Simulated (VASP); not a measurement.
Set up this calculation in VASP 6.6.1, as the native input.

- Task: single point
- Functional: PBE
- Potentials or basis: VASP PAW PBE potentials, release 64 (Tl_d, O)
- Cutoff: 520 eV
- k mesh: 6 × 6 × 6
- Occupations: gaussian, width 0.1 eV
- Spin: no spin polarisation
- Dipole correction: no
- Further INCAR settings: ALGO = Normal; EDIFF = 1e-06; NBANDS = 20

The structure of TlO2 lies in POSCAR:

```
TlO2
1.0
    4.3356296800      0.0000000000      0.0000000000
   -2.1678148400      3.7547654400      0.0000000000
    0.0000000000      0.0000000000      3.0322754900
Tl O
1 2
Direct
    0.0000000000      0.0000000000      0.0000000000
    0.3333333300      0.6666666700      0.4199999900
    0.6666666700      0.3333333300      0.5800000100
```

These files were run (other wordings do the same):

INCAR

```
SYSTEM = TlO2
ALGO     = Normal         ! electronic algorithm
EDIFF    = 1E-6           ! SCF threshold, eV
ENCUT    = 520            ! plane-wave cutoff, eV
GGA      = PE             ! functional
ISIF     = 2              ! what is computed and relaxed
ISMEAR   = 0              ! smearing method
LASPH    = .True.         ! aspherical terms in the spheres
LCHARG   = .False.        ! write CHGCAR
LREAL    = .False.        ! projectors in reciprocal space
LWAVE    = .False.        ! write WAVECAR
NBANDS   = 20             ! bands
NELM     = 100            ! most SCF steps
PREC     = Accurate       ! precision mode
SIGMA    = 0.1            ! smearing width, eV
```

KPOINTS

```
k-points
0
Gamma
  6 6 6
  0 0 0
```

Potentials or basis: VASP PAW PBE potentials, release 64 (Tl_d, O).

Command:

```sh
$ cat potpaw_PBE.64/Tl_d/POTCAR potpaw_PBE.64/O/POTCAR > POTCAR
$ mpirun -np 1 vasp_std > vasp.out
```

It gave:

```json
{
 "Pressure": "-12.4 GPa",
 "Largest force": "0.292 eV/Å"
}
```

Caveat: an odd number of electrons without spin polarisation forces a metal; a magnetic or distorted state may lie lower.

It took 17 s on 1 thread of Intel Xeon 6975P-C, with other jobs on the host, peak memory 0.18 GiB.
